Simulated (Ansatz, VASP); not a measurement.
## La2O3 in VASP and in Ansatz

```
La O
1.0
     3.93078    0.00000    0.00000
    -1.96539    3.40415    0.00000
     0.00000    0.00000    6.11195
La O
2 3
Direct
  0.66667 0.33333 0.75376
  0.33333 0.66667 0.24624
  0.66667 0.33333 0.35411
  0.33333 0.66667 0.64589
  0.00000 0.00000 0.00000
```

Alike in both runs: task single point; functional PBE; k mesh 12 × 12 × 8; occupations gaussian, width 0.05 eV; no spin polarisation.

|  | VASP | Ansatz |
| --- | --- | --- |
| version | VASP 6.6.1 | Ansatz 0.2.0 |
| potentials or method | VASP PAW PBE potentials, release 64 (La, O), cutoff 520 eV | scalar-relativistic, plane waves, PAW |
| valence electrons in the cell | 40 | 40 |

Ansatz gave:

* gap on the k mesh at the Fermi level (eV): 3.84
* pressure (GPa): 1.9
* traceless stress, the component that is largest in VASP (GPa): 0.18
* rms of the force components (eV/Å): 0.006

Question: Which values does VASP return?

Answer: gap on the k mesh at the Fermi level (eV): 3.86; pressure (GPa): 1.6; traceless stress, the component that is largest in VASP (GPa): 0.22; rms of the force components (eV/Å): 0.004.

Atom by atom the forces differ by 0.005 eV/Å (rms over components).

Neither program's run includes spin-orbit coupling.
